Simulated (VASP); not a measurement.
# KBr (Fm-3m) in VASP: further runs

Runs on KBr. Level: PBE. Tasks: single point.

All numbers are computed with VASP 6.6.1; they aren't measurements. Logs are shortened: lines on timing, memory, paths and dates and some standing lists are left out, and cuts for length are marked.

## 1. The cell of the first run

It takes space group Fm-3m (No. 225, cubic). Conventional cell: a = 6.419 Å, b = 6.419 Å, c = 6.419 Å, α = 90.00°, β = 90.00°, γ = 90.00°. K (site symmetry m-3m) has 6 Br at 3.21 Å within 4.2 Å. Br (site symmetry m-3m) has 6 K at 3.21 Å within 4.2 Å.

## 2. Single point, PBE

Input file INCAR:

```
PREC = Accurate
ENCUT = 520
EDIFF = 1E-6
ISMEAR = 0
SIGMA = 0.01
LREAL = False
LASPH = True
NELM = 100
ALGO = Normal
ISIF = 2
LWAVE = False
LCHARG = True
GGA = PE
LELF = True
LVHAR = True
NBANDS = 15
```

Input file KPOINTS:

```
Automatic mesh
0
Gamma
  5 5 5
```

Input file POSCAR:

```
KBr
1.0
    0.0000000000      3.2095431265      3.2095431265
    3.2095431265      0.0000000000      3.2095431265
    3.2095431265      3.2095431265      0.0000000000
K Br
1 1
Direct
    0.0000000000      0.0000000000      0.0000000000
    0.5000000000      0.5000000000      0.5000000000
```

Potentials or basis: VASP PAW PBE potentials, release 64 (K_sv, Br).

Started as:

```sh
> cat potpaw_PBE.64/K_sv/POTCAR potpaw_PBE.64/Br/POTCAR > POTCAR
> mpirun -np 1 vasp_std > vasp.out
```

OUTCAR:

```text
PREC = Accurate
   ENCUT = 520
   EDIFF = 1E-6
   ISMEAR = 0
   LREAL = False
   LASPH = True
   NELM = 100
   ISIF = 2
   GGA = PE

 ion  position               nearest neighbor table
   1  0.000  0.000  0.000-   2 3.21   2 3.21   2 3.21   2 3.21   2 3.21   2 3.21
   2  0.500  0.500  0.500-   1 3.21   1 3.21   1 3.21   1 3.21   1 3.21   1 3.21

  LATTYP: Found a face centered cubic cell.
 ALAT       =     6.4190862530

  Lattice vectors:

 A1 = (   0.0000000000,   3.2095431265,   3.2095431265)
 A2 = (   3.2095431265,   0.0000000000,   3.2095431265)
 A3 = (   3.2095431265,   3.2095431265,   0.0000000000)

Analysis of symmetry for initial positions (statically):
=====================================================================
 Subroutine PRICEL returns:
 Original cell was already a primitive cell.

 Routine SETGRP: Setting up the symmetry group for a
 face centered cubic supercell.

 Subroutine GETGRP returns: Found 48 space group operations
 (whereof 48 operations were pure point group operations)
 out of a pool of 48 trial point group operations.

The static configuration has the point symmetry O_h .

Analysis of symmetry for dynamics (positions and initial velocities):
=====================================================================
 Subroutine PRICEL returns:
 Original cell was already a primitive cell.

 Routine SETGRP: Setting up the symmetry group for a
 face centered cubic supercell.

 Subroutine GETGRP returns: Found 48 space group operations
 (whereof 48 operations were pure point group operations)
 out of a pool of 48 trial point group operations.

The dynamic configuration has the point symmetry O_h .

 Subroutine INISYM returns: Found 48 space group operations
 (whereof 48 operations are pure point group operations),
 and found     1 'primitive' translations

----------------------------------------------------------------------------------------

                                     Primitive cell

  volume of cell :      66.1241

  direct lattice vectors                    reciprocal lattice vectors
     0.000000000  3.209543126  3.209543126    -0.155785413  0.155785413  0.155785413
     3.209543126  0.000000000  3.209543126     0.155785413 -0.155785413  0.155785413
     3.209543126  3.209543126  0.000000000     0.155785413  0.155785413 -0.155785413

  length of vectors
     4.538979419  4.538979419  4.538979419     0.269828250  0.269828250  0.269828250

  position of ions in fractional coordinates (direct lattice)
     0.000000000  0.000000000  0.000000000
     0.500000000  0.500000000  0.500000000

  ion indices of the primitive-cell ions
   primitive index   ion index
                 1           1
                 2           2

----------------------------------------------------------------------------------------

 KPOINTS: Automatic mesh

Automatic generation of k-mesh.
 Grid dimensions read from file:
 generate k-points for:    5    5    5

 Generating k-lattice:

  Cartesian coordinates                     Fractional coordinates (reciprocal lattice)
    -0.031157083  0.031157083  0.031157083     0.200000000  0.000000000  0.000000000
     0.031157083 -0.031157083  0.031157083     0.000000000  0.200000000  0.000000000
     0.031157083  0.031157083 -0.031157083     0.000000000  0.000000000  0.200000000

  Length of vectors
     0.053965650  0.053965650  0.053965650

  Shift w.r.t. Gamma in fractional coordinates (k-lattice)
     0.000000000  0.000000000  0.000000000

 Subroutine IBZKPT returns following result:
 ===========================================

 Found     10 irreducible k-points:

 Following reciprocal coordinates:
            Coordinates               Weight
  0.000000  0.000000  0.000000      1.000000
  0.200000  0.000000  0.000000      8.000000
  0.400000  0.000000  0.000000      8.000000
  0.200000  0.200000  0.000000      6.000000
  0.400000  0.200000  0.000000     24.000000
 -0.400000  0.200000  0.000000     24.000000
 -0.200000  0.200000  0.000000     12.000000
  0.400000  0.400000  0.000000      6.000000
 -0.400000  0.400000  0.000000     12.000000
 -0.400000  0.400000  0.200000     24.000000
   k-points           NKPTS =     10   k-points in BZ     NKDIM =     10   number of bands    NBANDS=     15
   number of dos      NEDOS =    301   number of ions     NIONS =      2
   total plane-waves  NPLWV =  46656
   dimension x,y,z NGX =    36 NGY =   36 NGZ =   36
   dimension x,y,z NGXF=    72 NGYF=   72 NGZF=   72
   ions per type =               1   1
   NGX,Y,Z   is equivalent  to a cutoff of  13.19, 13.19, 13.19 a.u.
   NGXF,Y,Z  is equivalent  to a cutoff of  26.37, 26.37, 26.37 a.u.
 SYSTEM =  unknown system
   PREC   = accura    normal or accurate (medium, high low for compatibility)
   ISTART =      0    job   : 0-new  1-cont  2-samecut
   ICHARG =      2    charge: 1-file 2-atom 10-const
   ISPIN  =      1    spin polarized calculation?
   LNONCOLLINEAR =      F non collinear calculations
   LSORBIT =      F    spin-orbit coupling
   LASPH  =      T    aspherical Exc in radial PAW
   ENCUT  =  520.0 eV  38.22 Ry    6.18 a.u.   8.44  8.44  8.44*2*pi/ulx,y,z
   NELM   =    100;   NELMIN=  2; NELMDL= -5     # of ELM steps
   EDIFF  = 0.1E-05   stopping-criterion for ELM
   LREAL  =      F    real-space projection
   EDIFFG = 0.1E-04   stopping-criterion for IOM
   NSW    =      0    number of steps for IOM
   IBRION =     -1    ionic relax: 0-MD 1-quasi-New 2-CG
   NFREE  =      0    steps in history (QN), initial steepest desc. (CG)
   ISIF   =      2    stress and relaxation
   ISYM   =      2    0-nonsym 1-usesym 2-fastsym
   POTIM  = 0.5000    time-step for ionic-motion
   TEBEG  =    0.0;   TEEND  =   0.0 temperature during run
   PSTRESS=    0.0 pullay stress
   NELECT =      16.0000    total number of electrons
   NUPDOWN=      -1.0000    fix difference up-down
   EMIN   =  10.00;   EMAX   =-10.00  energy-range for DOS
   EFERMI =   0.00;   METHOD = LEGACY
   ISMEAR =     0;   SIGMA  =   0.01  broadening in eV -4-tet -1-fermi 0-gaus
   EFERMI_NEDOS =   21; number of points for ismear=-14 and -15
   IALGO  =     38    algorithm
   IMIX   =      4    mixing-type and parameters
     AMIX     =   0.40;   BMIX     =  1.00
     AMIX_MAG =   1.60;   BMIX_MAG =  1.00
  volume/ion in A,a.u.               =      33.06       223.11
  Fermi-wavevector in a.u.,A,eV,Ry     =   1.020144  1.927793 14.159507  1.040694
  Thomas-Fermi vector in A             =   2.153697
   LORBIT       =      0    0 simple, 1 ext, 2 COOP (PROOUT), +10 PAW based schemes
   GGA     = PE    functional components
   LHFCALC =     F    Hartree Fock is set to
   AEXX    =    0.0000 exact exchange contribution
   IVDW    =     0    specifies the selected vdW correction
   LEPSILON=     F    determine dielectric tensor
   LRPA    =     F    only Hartree local field effects (RPA)
 non-spin polarized calculation
 Gauss-broadening in eV      SIGMA  =   0.01
  energy-cutoff  :      520.00
  volume of cell :       66.12
 maximum number of plane-waves:      1807
 NGX is ok and might be reduce to    36
   NGX = 17   NGY = 17   NGZ = 17

 number of electron      16.0000002 magnetization

 Free energy of the ion-electron system (eV)
  ---------------------------------------------------
  ext. energy  EPLUGINS =         0.00000000
  ---------------------------------------------------
  free energy    TOTEN  =        -6.15880783 eV

  energy without entropy =       -6.15880783  energy(sigma->0) =       -6.15880783

 E-fermi :  -1.3304     XC(G=0):  -7.7102

 val. band max:       -1.3871280762   @ k =   0.0000   0.0000   0.0000
 cond. band min:       3.2823992241   @ k =   0.0000   0.0000   0.0000
 fundamental gap:      4.6695273003
 Fermi energy:        -1.3304103212

 k-point     1 :       0.0000    0.0000    0.0000
  band No.  band energies     occupation
      1     -29.0009      2.00000
      2     -13.7904      2.00000
      3     -12.4853      2.00000
      4     -12.4853      2.00000
      5     -12.4853      2.00000
      6      -1.3871      2.00000
      7      -1.3871      2.00000
      8      -1.3871      2.00000
      9       3.2824      0.00000
     10       6.2203      0.00000
     11       6.2203      0.00000
     12       6.2203      0.00000
     13       7.0982      0.00000
     14       7.0982      0.00000
     15      10.4216      0.00000

 k-point     2 :       0.2000    0.0000    0.0000
  band No.  band energies     occupation
      1     -28.9979      2.00000
      2     -13.8702      2.00000
      3     -12.4876      2.00000
      4     -12.4876      2.00000
      5     -12.3738      2.00000
      6      -1.9501      2.00000
      7      -1.5371      2.00000
      8      -1.5371      2.00000
      9       4.2354      0.00000
     10       6.1085      0.00000
     11       6.7209      0.00000
     12       6.7209      0.00000
     13       7.6825      0.00000
     14       7.6825      0.00000
     15      11.5807      0.00000

 k-point     3 :       0.4000    0.0000    0.0000
  band No.  band energies     occupation
      1     -28.9929      2.00000
      2     -13.9795      2.00000
      3     -12.4913      2.00000
      4     -12.4913      2.00000
      5     -12.2115      2.00000
      6      -2.6391      2.00000
      7      -1.7593      2.00000
      8      -1.7593      2.00000
      9       5.2640      0.00000
     10       6.8983      0.00000
     11       8.0081      0.00000
     12       8.0081      0.00000
     13       8.9205      0.00000
     14       8.9205      0.00000
     15      10.2478      0.00000

 k-point     4 :       0.2000    0.2000    0.0000
  band No.  band energies     occupation
      1     -28.9969      2.00000
      2     -13.8487      2.00000
      3     -12.5025      2.00000
      4     -12.5025      2.00000
      5     -12.3810      2.00000
      6      -2.0535      2.00000
      7      -1.5194      2.00000
      8      -1.5194      2.00000
      9       4.4042      0.00000
     10       5.3559      0.00000
     11       7.2823      0.00000
     12       7.2823      0.00000
     13       7.3993      0.00000
     14       8.1995      0.00000
     15      11.6561      0.00000

 k-point     5 :       0.4000    0.2000    0.0000
  band No.  band energies     occupation
      1     -28.9927      2.00000
      2     -13.8791      2.00000
      3     -12.5137      2.00000
      4     -12.5103      2.00000
      5     -12.3339      2.00000
      6      -2.3943      2.00000
      7      -1.7810      2.00000
      8      -1.6852      2.00000
      9       5.2068      0.00000
     10       5.8287      0.00000
     11       8.0953      0.00000
     12       8.2302      0.00000
     13       8.5142      0.00000
     14       8.5631      0.00000
     15      10.1112      0.00000

 k-point     6 :      -0.4000    0.2000    0.0000
  band No.  band energies     occupation
      1     -28.9910      2.00000
      2     -13.9147      2.00000
      3     -12.5357      2.00000
      4     -12.5002      2.00000
      5     -12.2715      2.00000
      6      -2.5234      2.00000
      7      -1.9187      2.00000
      8      -1.7990      2.00000
      9       5.7347      0.00000
     10       6.7220      0.00000
     11       7.8445      0.00000
     12       8.3552      0.00000
     13       8.5012      0.00000
     14       9.6229      0.00000
     15      10.0793      0.00000

 k-point     7 :      -0.2000    0.2000    0.0000
  band No.  band energies     occupation
      1     -28.9942      2.00000
      2     -13.9108      2.00000
      3     -12.5229      2.00000
      4     -12.4862      2.00000
      5     -12.2908      2.00000
      6      -2.3394      2.00000
      7      -1.7133      2.00000
      8      -1.6995      2.00000
      9       5.2571      0.00000
     10       5.9571      0.00000
     11       7.1598      0.00000
     12       7.7125      0.00000
     13       8.1796      0.00000
     14       8.8993      0.00000
     15      10.3561      0.00000

 k-point     8 :       0.4000    0.4000    0.0000
  band No.  band energies     occupation
      1     -28.9906      2.00000
      2     -13.7264      2.00000
      3     -12.5357      2.00000
      4     -12.5308      2.00000
      5     -12.5308      2.00000
      6      -2.3179      2.00000
      7      -1.6800      2.00000
      8      -1.6800      2.00000
      9       4.4867      0.00000
     10       5.8991      0.00000
     11       7.9908      0.00000
     12       8.3563      0.00000
     13       9.3707      0.00000
     14       9.4012      0.00000
     15       9.4012      0.00000

 k-point     9 :      -0.4000    0.4000    0.0000
  band No.  band energies     occupation
      1     -28.9896      2.00000
      2     -13.7521      2.00000
      3     -12.5985      2.00000
      4     -12.5246      2.00000
      5     -12.4401      2.00000
      6      -2.2068      2.00000
      7      -2.0005      2.00000
      8      -1.7509      2.00000
      9       4.9320      0.00000
     10       6.8224      0.00000
     11       7.6372      0.00000
     12       8.2502      0.00000
     13       8.5671      0.00000
     14       9.2407      0.00000
     15      10.3437      0.00000

 k-point    10 :      -0.4000    0.4000    0.2000
  band No.  band energies     occupation
      1     -28.9901      2.00000
      2     -13.8180      2.00000
      3     -12.5565      2.00000
      4     -12.5461      2.00000
      5     -12.3594      2.00000
      6      -2.2883      2.00000
      7      -1.9201      2.00000
      8      -1.8780      2.00000
      9       5.6057      0.00000
     10       6.4401      0.00000
     11       7.2676      0.00000
     12       8.3811      0.00000
     13       9.1389      0.00000
     14       9.2083      0.00000
     15      10.2099      0.00000

------------------------ aborting loop because EDIFF is reached ----------------------------------------

  FORCE on cell =-STRESS in cart. coord.  units (eV):
  Direction    XX          YY          ZZ          XY          YZ          ZX
  --------------------------------------------------------------------------------------
  -------------------------------------------------------------------------------------
  Total        1.0242454      1.0242454      1.0242454     -0.0000000     -0.0000000      0.0000000
  in kB       24.8173241     24.8173241     24.8173241     -0.0000000     -0.0000000      0.0000000
  external PRESSURE =      24.8173241 kB  Pullay stress =       0.0000000 kB

 VOLUME and BASIS-vectors are now :
 -----------------------------------------------------------------------------
  energy-cutoff  :      520.00
  volume of cell :       66.12
      direct lattice vectors                 reciprocal lattice vectors
     0.000000000  3.209543126  3.209543126    -0.155785413  0.155785413  0.155785413
     3.209543126  0.000000000  3.209543126     0.155785413 -0.155785413  0.155785413
     3.209543126  3.209543126  0.000000000     0.155785413  0.155785413 -0.155785413

 POSITION                                       TOTAL-FORCE (eV/Angst)
 -----------------------------------------------------------------------------------
      0.00000      0.00000      0.00000        -0.000000     -0.000000     -0.000000
      3.20954      3.20954      3.20954         0.000000      0.000000      0.000000
 -----------------------------------------------------------------------------------
    total drift:                                0.000000      0.000000      0.000000

  FREE ENERGIE OF THE ION-ELECTRON SYSTEM (eV)
  ---------------------------------------------------
  free  energy   TOTEN  =        -6.1588078311 eV

  energy  without entropy=       -6.1588078311  energy(sigma->0) =       -6.15880783
```

It used 11 s of CPU time on 1 thread of Intel Xeon 6975P-C (shared host).

What came out:

```yaml
Free_energy: -6.1588 eV
Pressure: 2.5 GPa
Band_gap_on_the_k_mesh: 4.67 eV, direct
```

## 3. Single point, PBE

This run uses another cell than the first one, of 34.98 Å³/atom, 1.058 times its volume.

Input file INCAR:

```
SYSTEM = KBr
ALGO = Normal
EDIFF = 1E-6
ENCUT = 520
GGA = PE
ISIF = 2
ISMEAR = 0
LASPH = .TRUE.
LCHARG = .FALSE.
LREAL = .FALSE.
LWAVE = .FALSE.
NBANDS = 15
NELM = 100
PREC = Accurate
SIGMA = 0.01
```

Input file KPOINTS:

```
k-points
0
G
  5 5 5
  0 0 0
```

Input file POSCAR:

```
KBr
1.0
    0.0000000000      3.2704019931      3.2704019931
    3.2704019931      0.0000000000      3.2704019931
    3.2704019931      3.2704019931      0.0000000000
K Br
1 1
Direct
    0.0000000000      0.0000000000      0.0000000000
    0.5000000000      0.5000000000      0.5000000000
```

Potentials or basis: VASP PAW PBE potentials, release 64 (K_sv, Br).

Started as:

```sh
> cat potpaw_PBE.64/K_sv/POTCAR potpaw_PBE.64/Br/POTCAR > POTCAR
> mpirun -np 1 vasp_std > vasp.out
```

Wall time 17 s (1 thread of Intel Xeon 6975P-C, shared host); peak memory 0.2 GiB.

The run converged. Its results:

| Item | Value |
| --- | --- |
| Free energy | -6.2030 eV |
| Pressure | 1.2 GPa |
| Band gap on the k mesh | 4.51 eV, direct |

Levels at points of the mesh, in eV from the valence-band top:
| k point | band 4 | band 5 | band 6 | band 7 | band 8 | band 9 | band 10 | band 11 | band 12 | band 13 |
| --- | --- | --- | --- | --- | --- | --- | --- | --- | --- | --- |
| (0.00, 0.00, 0.00) | -11.20 | -11.20 | 0.00 | 0.00 | 0.00 | 4.51 | 7.61 | 7.61 | 7.61 | 8.45 |

Expect the measured gap to be larger: semilocal functionals such as PBE lack the derivative discontinuity.

## 4. Single point, PBE

This run uses another cell than the first one, of 36.90 Å³/atom, 1.116 times its volume.

Input file INCAR:

```
SYSTEM = KBr
ALGO     = Normal         ! electronic algorithm
EDIFF    = 1E-6           ! SCF threshold, eV
ENCUT    = 520            ! plane-wave cutoff, eV
GGA      = PE             ! functional
ISIF     = 2              ! what is computed and relaxed
ISMEAR   = 0              ! smearing method
LASPH    = .True.         ! aspherical terms in the spheres
LCHARG   = .False.        ! write CHGCAR
LREAL    = .False.        ! projectors in reciprocal space
LWAVE    = .False.        ! write WAVECAR
NBANDS   = 15             ! bands
NELM     = 80             ! most SCF steps
PREC     = Accurate       ! precision mode
SIGMA    = 0.01           ! smearing width, eV
```

Input file KPOINTS:

```
k-points
0
Gamma
  5 5 5
  0 0 0
```

Input file POSCAR:

```
KBr
1.0
    0.0000000000      3.3290763881      3.3290763881
    3.3290763881      0.0000000000      3.3290763881
    3.3290763881      3.3290763881      0.0000000000
K Br
1 1
Direct
    0.0000000000      0.0000000000      0.0000000000
    0.5000000000      0.5000000000      0.5000000000
```

Started as:

```sh
> cat potpaw_PBE.64/K_sv/POTCAR potpaw_PBE.64/Br/POTCAR > POTCAR
> mpirun -np 1 vasp_std > vasp.out
```

Wall time 14 s (1 thread of Intel Xeon 6975P-C, shared host); peak memory 0.2 GiB.

The run converged. Its results:

```
Free energy            : -6.2217 eV
Pressure               : 0.3 GPa
Band gap on the k mesh : 4.36 eV, direct
```

Levels at points of the mesh, in eV from the valence-band top:
| k point | band 5 | band 6 | band 7 | band 8 | band 9 | band 10 | band 11 | band 12 |
| --- | --- | --- | --- | --- | --- | --- | --- | --- |
| (0.00, 0.00, 0.00) | -11.31 | 0.00 | 0.00 | 0.00 | 4.36 | 7.60 | 7.60 | 7.60 |

## 5. The runs side by side

```csv
cell,gap on the mesh (eV),pressure (GPa)
"a = 4.539 Å, angles 60.0°, 2 atoms",4.67,2.5
"a = 4.625 Å, angles 60.0°, 2 atoms",4.51,1.2
"a = 4.708 Å, angles 60.0°, 2 atoms",4.36,0.3
```

Alike in all rows: task single point; level PBE; potentials or basis VASP PAW PBE potentials, release 64 (K_sv, Br); no spin polarisation; k mesh 5 × 5 × 5; cutoff (eV) 520; smearing gaussian 0.01 eV.

Total energies depend on the potentials used, so only differences within one code and one set of settings carry meaning.
